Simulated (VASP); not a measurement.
Input of a VASP 6.6.1 run:

The input INCAR:

```
PREC = Accurate ; ENCUT = 520
EDIFF = 1E-6 ; ISMEAR = 0
SIGMA = 0.2 ; LREAL = False
LASPH = True ; NELM = 100
ALGO = Normal ; ISIF = 2
LWAVE = False ; LCHARG = False
GGA = PE ; NBANDS = 59
```

Contents of KPOINTS:

```
Automatic mesh
0
Gamma
  4 4 4
```

File POSCAR:

```
HfZr3Te8
1.0
   -6.8776626000     -3.9709572000      0.0000000000
    6.8776626000     -3.9709572000      0.0000000000
    0.0024445000      3.9709572000      7.0895704000
Zr Hf Te
3 1 8
Direct
    0.5000000000      0.5000000000      0.0000000000
    0.0000000000      0.5000000000      0.0000000000
    0.5000000000      1.0000000000      0.0000000000
    0.0000000000      0.0000000000      0.0000000000
    0.5395650000      0.2063010000      0.7458660000
    0.0390980000      0.7079700000      0.7470680000
    0.5422700000      0.7079800000      0.7470580000
    0.0390780000      0.2047880000      0.7470580000
    0.4577300000      0.2920200000      0.2529420000
    0.9609220000      0.7952120000      0.2529420000
    0.4604350000      0.7936990000      0.2541340000
    0.9609020000      0.2920300000      0.2529320000
```

Potentials or basis: VASP PAW PBE potentials, release 64 (Zr_sv, Hf_pv, Te).

Run with:

```console
$ cat potpaw_PBE.64/Zr_sv/POTCAR potpaw_PBE.64/Hf_pv/POTCAR potpaw_PBE.64/Te/POTCAR > POTCAR
$ mpirun -np 1 vasp_std > vasp.out
```

Problem. Estimate the pressure.

Solution. 0.0 GPa.

Problem. Estimate the band gap on the k mesh.

Solution. Zero (band 47 reaches 5.55 eV, above the bottom of band 48 at 5.43 eV).

Problem. Predict the largest force.

Solution. 0.017 eV/Å.

Forces on the atoms (eV/Å):
```
Zr   0.000  0.000  0.000
Zr   0.000  0.000  0.000
Zr   0.000  0.000  0.000
Hf   0.000  0.000  0.000
Te   0.000  0.000 -0.008
Te   0.016  0.000  0.002
Te  -0.008 -0.014  0.003
Te  -0.008  0.014  0.003
Te   0.008  0.014 -0.003
Te   0.008 -0.014 -0.003
Te   0.000  0.000  0.008
Te  -0.016  0.000 -0.002
```

Caveat: spin-orbit coupling is left out, which moves the levels of the heavy elements; this functional lacks dispersion, which binds the layers, so the pressure and a relaxed spacing across them are unreliable.
